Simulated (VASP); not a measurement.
# CdSnO2 (P4mm) in VASP: relaxation of cell and atoms with PBE

Aim: the relaxation of cell and atoms of CdSnO2 with PBE.

All numbers are computed with VASP 6.6.1; they aren't measurements. Logs are shortened: lines on timing, memory, paths and dates and some standing lists are left out, and cuts for length are marked.

## 1. The cell of the first run

It takes space group P4mm (No. 99, tetragonal). Conventional cell: a = 4.021 Å, b = 4.021 Å, c = 4.542 Å, α = 90.00°, β = 90.00°, γ = 90.00°. Cd (site symmetry 4mm) has 4 O at 2.23 Å within 3.0 Å. Sn (site symmetry 4mm) has 4 O at 2.23 Å within 3.0 Å. O (site symmetry 2mm) has 2 Cd at 2.23 Å and 2 Sn at 2.23 Å and 4 O at 2.84 Å within 3.0 Å.

The cell was generated, and may not be a known phase.

## 2. Relaxation of cell and atoms, PBE

Input file INCAR:

```
SYSTEM = CdSnO2
PREC = Accurate
ENCUT = 600
EDIFF = 1E-7
ISMEAR = 0
SIGMA = 0.02
LREAL = .FALSE.
LASPH = .TRUE.
NELM = 60
ALGO = Normal
ISIF = 3
LWAVE = .FALSE.
LCHARG = .FALSE.
GGA = PE
IBRION = 2
NSW = 100
EDIFFG = -0.01
```

Input file KPOINTS:

```
regular mesh
0
G
  8 8 6
  0 0 0
```

Input file POSCAR:

```
CdSnO2
1.0
    4.0210455002      0.0000000000      0.0000000000
    0.0000000000      4.0210455002      0.0000000000
    0.0000000000      0.0000000000      4.5417191866
Cd Sn O
1 1 2
Direct
    0.0000000000      0.0000000000      0.1087433040
    0.5000000000      0.5000000000      0.6811025847
    0.5000000000      0.0000000000      0.8954809157
    0.0000000000      0.5000000000      0.8954809157
```

Potentials or basis: VASP PAW PBE potentials, release 64 (Cd, Sn_d, O).

Run with:

```
$ cat potpaw_PBE.64/Cd/POTCAR potpaw_PBE.64/Sn_d/POTCAR potpaw_PBE.64/O/POTCAR > POTCAR
$ mpirun -np 1 vasp_std > vasp.out
```

OUTCAR:

```text
SYSTEM = CdSnO2
   PREC = Accurate
   ENCUT = 600
   EDIFF = 1E-7
   ISMEAR = 0
   LREAL = .FALSE.
   LASPH = .TRUE.
   NELM = 60
   ISIF = 3
   GGA = PE
   IBRION = 2
   NSW = 100
   EDIFFG = -0.01

 ion  position               nearest neighbor table
   1  0.000  0.000  0.109-   3 2.23   4 2.23   4 2.23   3 2.23   2 3.44   2 3.44   2 3.44   2 3.44

   2  0.500  0.500  0.681-   3 2.23   4 2.23   3 2.23   4 2.23   1 3.44   1 3.44   1 3.44   1 3.44

   3  0.500  0.000  0.895-   1 2.23   1 2.23   2 2.23   2 2.23
   4  0.000  0.500  0.895-   1 2.23   1 2.23   2 2.23   2 2.23

  LATTYP: Found a simple tetragonal cell.
 ALAT       =     4.0210455002
 C/A-ratio  =     1.1294871412

  Lattice vectors:

 A1 = (   4.0210455002,   0.0000000000,   0.0000000000)
 A2 = (   0.0000000000,   4.0210455002,   0.0000000000)
 A3 = (   0.0000000000,   0.0000000000,   4.5417191866)

Analysis of symmetry for initial positions (statically):
=====================================================================
 Subroutine PRICEL returns:
 Original cell was already a primitive cell.

 Routine SETGRP: Setting up the symmetry group for a
 simple tetragonal supercell.

 Subroutine GETGRP returns: Found  8 space group operations
 (whereof  8 operations were pure point group operations)
 out of a pool of 16 trial point group operations.

The static configuration has the point symmetry C_4v.

Analysis of symmetry for dynamics (positions and initial velocities):
=====================================================================
 Subroutine PRICEL returns:
 Original cell was already a primitive cell.

 Routine SETGRP: Setting up the symmetry group for a
 simple tetragonal supercell.

 Subroutine GETGRP returns: Found  8 space group operations
 (whereof  8 operations were pure point group operations)
 out of a pool of 16 trial point group operations.

The dynamic configuration has the point symmetry C_4v.

 Subroutine INISYM returns: Found  8 space group operations
 (whereof  8 operations are pure point group operations),
 and found     1 'primitive' translations

----------------------------------------------------------------------------------------

                                     Primitive cell

  volume of cell :      73.4342

  direct lattice vectors                    reciprocal lattice vectors
     4.021045500  0.000000000  0.000000000     0.248691541  0.000000000  0.000000000
     0.000000000  4.021045500  0.000000000     0.000000000  0.248691541  0.000000000
     0.000000000  0.000000000  4.541719187     0.000000000  0.000000000  0.220180940

  length of vectors
     4.021045500  4.021045500  4.541719187     0.248691541  0.248691541  0.220180940

  position of ions in fractional coordinates (direct lattice)
     0.000000000  0.000000000  0.108743304
     0.500000000  0.500000000  0.681102585
     0.500000000  0.000000000  0.895480916
     0.000000000  0.500000000  0.895480916

  ion indices of the primitive-cell ions
   primitive index   ion index
                 1           1
                 2           2
                 3           3
                 4           4

----------------------------------------------------------------------------------------

 KPOINTS: regular mesh

Automatic generation of k-mesh.
 Grid dimensions read from file:
 generate k-points for:    8    8    6

 Generating k-lattice:

  Cartesian coordinates                     Fractional coordinates (reciprocal lattice)
     0.031086443  0.000000000  0.000000000     0.125000000  0.000000000  0.000000000
     0.000000000  0.031086443  0.000000000     0.000000000  0.125000000  0.000000000
     0.000000000  0.000000000  0.036696823     0.000000000  0.000000000  0.166666667

  Length of vectors
     0.031086443  0.031086443  0.036696823

  Shift w.r.t. Gamma in fractional coordinates (k-lattice)
     0.000000000  0.000000000  0.000000000

 Subroutine IBZKPT returns following result:
 ===========================================

 Found     60 irreducible k-points:

 Following reciprocal coordinates:
            Coordinates               Weight
  0.000000  0.000000  0.000000      1.000000
  0.125000  0.000000  0.000000      4.000000
  0.250000  0.000000  0.000000      4.000000
  0.375000  0.000000  0.000000      4.000000
  0.500000  0.000000  0.000000      2.000000
  0.125000  0.125000  0.000000      4.000000
[... 16 lines left out ...]
  0.375000  0.125000  0.166667     16.000000
  0.500000  0.125000  0.166667      8.000000
 [... further k-points ...]
   k-points           NKPTS =     60   k-points in BZ     NKDIM =     60   number of bands    NBANDS=     23
   number of dos      NEDOS =    301   number of ions     NIONS =      4
   total plane-waves  NPLWV =  36864
   dimension x,y,z NGX =    32 NGY =   32 NGZ =   36
   dimension x,y,z NGXF=    64 NGYF=   64 NGZF=   72
   ions per type =               1   1   2
   NGX,Y,Z   is equivalent  to a cutoff of  13.23, 13.23, 13.18 a.u.
   NGXF,Y,Z  is equivalent  to a cutoff of  26.46, 26.46, 26.36 a.u.
 SYSTEM =  CdSnO2
   PREC   = accura    normal or accurate (medium, high low for compatibility)
   ISTART =      0    job   : 0-new  1-cont  2-samecut
   ICHARG =      2    charge: 1-file 2-atom 10-const
   ISPIN  =      1    spin polarized calculation?
   LNONCOLLINEAR =      F non collinear calculations
   LSORBIT =      F    spin-orbit coupling
   LASPH  =      T    aspherical Exc in radial PAW
   ENCUT  =  600.0 eV  44.10 Ry    6.64 a.u.   8.03  8.03  9.07*2*pi/ulx,y,z
   NELM   =     60;   NELMIN=  2; NELMDL= -5     # of ELM steps
   EDIFF  = 0.1E-06   stopping-criterion for ELM
   LREAL  =      F    real-space projection
   EDIFFG = -.1E-01   stopping-criterion for IOM
   NSW    =    100    number of steps for IOM
   IBRION =      2    ionic relax: 0-MD 1-quasi-New 2-CG
   NFREE  =      1    steps in history (QN), initial steepest desc. (CG)
   ISIF   =      3    stress and relaxation
   ISYM   =      2    0-nonsym 1-usesym 2-fastsym
   POTIM  = 0.5000    time-step for ionic-motion
   TEBEG  =    0.0;   TEEND  =   0.0 temperature during run
   PSTRESS=    0.0 pullay stress
   NELECT =      38.0000    total number of electrons
   NUPDOWN=      -1.0000    fix difference up-down
   EMIN   =  10.00;   EMAX   =-10.00  energy-range for DOS
   EFERMI =   0.00;   METHOD = LEGACY
   ISMEAR =     0;   SIGMA  =   0.02  broadening in eV -4-tet -1-fermi 0-gaus
   EFERMI_NEDOS =   21; number of points for ismear=-14 and -15
   IALGO  =     38    algorithm
   IMIX   =      4    mixing-type and parameters
     AMIX     =   0.40;   BMIX     =  1.00
     AMIX_MAG =   1.60;   BMIX_MAG =  1.00
  volume/ion in A,a.u.               =      18.36       123.89
  Fermi-wavevector in a.u.,A,eV,Ry     =   1.314327  2.483717 23.503442  1.727454
  Thomas-Fermi vector in A             =   2.444587
   LORBIT       =      0    0 simple, 1 ext, 2 COOP (PROOUT), +10 PAW based schemes
   GGA     = PE    functional components
   LHFCALC =     F    Hartree Fock is set to
   AEXX    =    0.0000 exact exchange contribution
   IVDW    =     0    specifies the selected vdW correction
   LEPSILON=     F    determine dielectric tensor
   LRPA    =     F    only Hartree local field effects (RPA)
 conjugate gradient relaxation of ions
 non-spin polarized calculation
 Gauss-broadening in eV      SIGMA  =   0.02
  energy-cutoff  :      600.00
  volume of cell :       73.43
 maximum number of plane-waves:      2488
   NGX = 17   NGY = 17   NGZ = 19

--------------------------------------- Ionic step        1  -------------------------------------------

 number of electron      38.0000010 magnetization

 Free energy of the ion-electron system (eV)
  ---------------------------------------------------
  ext. energy  EPLUGINS =         0.00000000
  ---------------------------------------------------
  free energy    TOTEN  =       -18.42235803 eV

  energy without entropy =      -18.42235803  energy(sigma->0) =      -18.42235803

------------------------ aborting loop because EDIFF is reached ----------------------------------------

  FORCE on cell =-STRESS in cart. coord.  units (eV):
  Direction    XX          YY          ZZ          XY          YZ          ZX
  --------------------------------------------------------------------------------------
  -------------------------------------------------------------------------------------
  Total        0.3907049      0.3907049      0.4660171      0.0000000      0.0000000      0.0000000
  in kB        8.5243483      8.5243483     10.1675003      0.0000000      0.0000000      0.0000000
  external PRESSURE =       9.0720656 kB  Pullay stress =       0.0000000 kB
[... 95 lines left out ...]
  FREE ENERGIE OF THE ION-ELECTRON SYSTEM (eV)
  ---------------------------------------------------
  free  energy   TOTEN  =       -18.4248176421 eV

  energy  without entropy=      -18.4248176421  energy(sigma->0) =      -18.42481764

[... ionic steps 4 to 13 ...]

--------------------------------------- Ionic step       14  -------------------------------------------

 number of electron      38.0000011 magnetization

------------------------ aborting loop because EDIFF is reached ----------------------------------------

  FORCE on cell =-STRESS in cart. coord.  units (eV):
  Direction    XX          YY          ZZ          XY          YZ          ZX
  --------------------------------------------------------------------------------------
  -------------------------------------------------------------------------------------
  Total       -0.0008332     -0.0008332     -0.0194208      0.0000000      0.0000000      0.0000000
  in kB       -0.0176324     -0.0176324     -0.4110018      0.0000000      0.0000000      0.0000000
  external PRESSURE =      -0.1487556 kB  Pullay stress =       0.0000000 kB
[... 61 lines left out ...]
  energy  without entropy=      -18.4269463160  energy(sigma->0) =      -18.42694632

--------------------------------------- Ionic step       16  -------------------------------------------

 number of electron      38.0000011 magnetization

 Free energy of the ion-electron system (eV)
  ---------------------------------------------------
  ext. energy  EPLUGINS =         0.00000000
  ---------------------------------------------------
  free energy    TOTEN  =       -18.42696124 eV

  energy without entropy =      -18.42696124  energy(sigma->0) =      -18.42696124

 E-fermi :   3.0164     XC(G=0):  -9.6166

 val. band max:        2.8868274345   @ k =   0.2500   0.0000   0.5000
 cond. band min:       3.6930653709   @ k =   0.0000   0.0000   0.5000
 fundamental gap:      0.8062379364
 Fermi energy:         3.0164077897

 k-point     1 :       0.0000    0.0000    0.0000
  band No.  band energies     occupation
      1     -17.7909      2.00000
      2     -17.5916      2.00000
      3     -17.5729      2.00000
      4     -17.5729      2.00000
      5     -17.5221      2.00000
      6     -15.2028      2.00000
[... 613 lines left out ...]
     22       8.8152      0.00000
     23       8.8681      0.00000

 [... further k-points ...]

------------------------ aborting loop because EDIFF is reached ----------------------------------------

  FORCE on cell =-STRESS in cart. coord.  units (eV):
  Direction    XX          YY          ZZ          XY          YZ          ZX
  --------------------------------------------------------------------------------------
  -------------------------------------------------------------------------------------
  Total        0.0143635      0.0143635     -0.0012105      0.0000000      0.0000000      0.0000000
  in kB        0.3044381      0.3044381     -0.0256576      0.0000000      0.0000000      0.0000000
  external PRESSURE =       0.1944062 kB  Pullay stress =       0.0000000 kB
[... 19 lines left out ...]
  FREE ENERGIE OF THE ION-ELECTRON SYSTEM (eV)
  ---------------------------------------------------
  free  energy   TOTEN  =       -18.4269612423 eV

  energy  without entropy=      -18.4269612423  energy(sigma->0) =      -18.42696124

 reached required accuracy - stopping structural energy minimisation
```

Run time: 23 min. Hardware: 1 thread of Intel Xeon 8259CL, shared host; peak memory 0.3 GiB.

Results:

```yaml
Free_energy: -18.4270 eV
Relaxed_volume: 18.90 Å³/atom
Relaxed_cell: a = 4.024 Å, b = 4.024 Å, c = 4.668 Å, α = 90.00°, β = 90.00°, γ = 90.00°
Space_group_after_relaxing_to_0.1_Å: P4mm (No. 99)
Energy_gained_by_relaxing: 1.2 meV/atom
Ionic_steps: 16
Pressure_after_relaxing: 0.0 GPa
Band_gap_on_the_k_mesh: 0.81 eV (least direct gap 1.26 eV)
```

Forces in eV/Å, atoms in the order of the input:
```
Cd   0.000  0.000  0.003
Sn   0.000  0.000  0.002
O    0.000  0.000 -0.003
O    0.000  0.000 -0.003
```

The path:
```csv
step,energy change (eV),largest force (eV/Å),pressure (GPa),volume (Å³)
1,0.0000,0.1589,0.91,73.43
2,-0.0014,0.1171,-0.58,74.54
3,-0.0025,0.0276,0.00,74.10
4,-0.0028,0.0211,0.02,74.16
5,-0.0033,0.0762,0.08,74.31
6,-0.0036,0.0638,0.08,74.42
7,-0.0042,0.0268,0.07,74.75
8,-0.0040,0.0506,0.07,75.40
9,-0.0043,0.0181,0.07,75.01
10,-0.0044,0.0332,-0.04,75.19
11,-0.0044,0.0369,-0.07,75.23
12,-0.0044,0.0329,-0.07,75.28
13,-0.0045,0.0209,-0.05,75.42
14,-0.0046,0.0189,-0.01,75.71
15,-0.0046,0.0189,-0.03,75.63
16,-0.0046,0.0030,0.02,75.59
```

Final structure:
```
CELL_PARAMETERS angstrom
4.02395 0.00000 0.00000
0.00000 4.02395 0.00000
0.00000 0.00000 4.66838
ATOMIC_POSITIONS crystal
Cd 0.00000 0.00000 0.10473
Sn 0.50000 0.50000 0.68398
O 0.50000 0.00000 0.89605
O 0.00000 0.50000 0.89605
```

Caveat: spin-orbit coupling is left out, which moves the levels of the heavy elements.
